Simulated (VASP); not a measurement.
Set up this calculation in VASP 6.6.1, as the native input.

```
Task                   : single point
Functional             : PBE
Potentials or basis    : VASP PAW PBE potentials, release 64 (Mg, Cd, O)
Cutoff                 : 520 eV
k mesh                 : 4 × 4 × 2
Occupations            : gaussian, width 0.15 eV
Spin                   : no spin polarisation
Dipole correction      : no
Further INCAR settings : ALGO = Normal; EDIFF = 1e-06; NBANDS = 31
```

The structure of MgCd2O3 lies in POSCAR:

```
MgCd2O3
1.0
    3.2369686677      0.0000000000      0.0000000000
   -1.6184843338      2.8032970975      0.0000000000
    0.0000000000      0.0000000000      8.0904964247
Mg Cd O
1 2 3
Direct
    0.0000000000      0.0000000000      0.0000000000
    0.6666666667      0.3333333333      0.3231071230
    0.3333333333      0.6666666667      0.6768928770
    0.6666666667      0.3333333333      0.8581769396
    0.3333333333      0.6666666667      0.1418230604
    0.0000000000      0.0000000000      0.5000000000
```

One way to write it, as run:

INCAR

```
SYSTEM = MgCd2O3
PREC = Accurate
ENCUT = 520
EDIFF = 1E-6
ISMEAR = 0
SIGMA = 0.15
LREAL = .FALSE.
LASPH = .TRUE.
NELM = 100
ALGO = Normal
ISIF = 2
LWAVE = .FALSE.
LCHARG = .FALSE.
GGA = PE
NBANDS = 31
```

KPOINTS

```
regular mesh
0
G
  4 4 2
  0 0 0
```

Potentials or basis: VASP PAW PBE potentials, release 64 (Mg, Cd, O).

Command:

```console
$ cat potpaw_PBE.64/Mg/POTCAR potpaw_PBE.64/Cd/POTCAR potpaw_PBE.64/O/POTCAR > POTCAR
$ mpirun -np 1 vasp_std > vasp.out
```

It gave:

The pressure is 0.9 GPa and the largest force is 0.161 eV/Å. The band gap on the k mesh is 0.57 eV, direct.

Caveat: the k points lie up to 0.56 Å⁻¹ apart.

Wall time 16 s on 1 thread of Intel(R) Xeon(R) Platinum 8375C CPU @ 2.90GHz (Ice Lake) (shared host), peak memory 0.18 GiB.
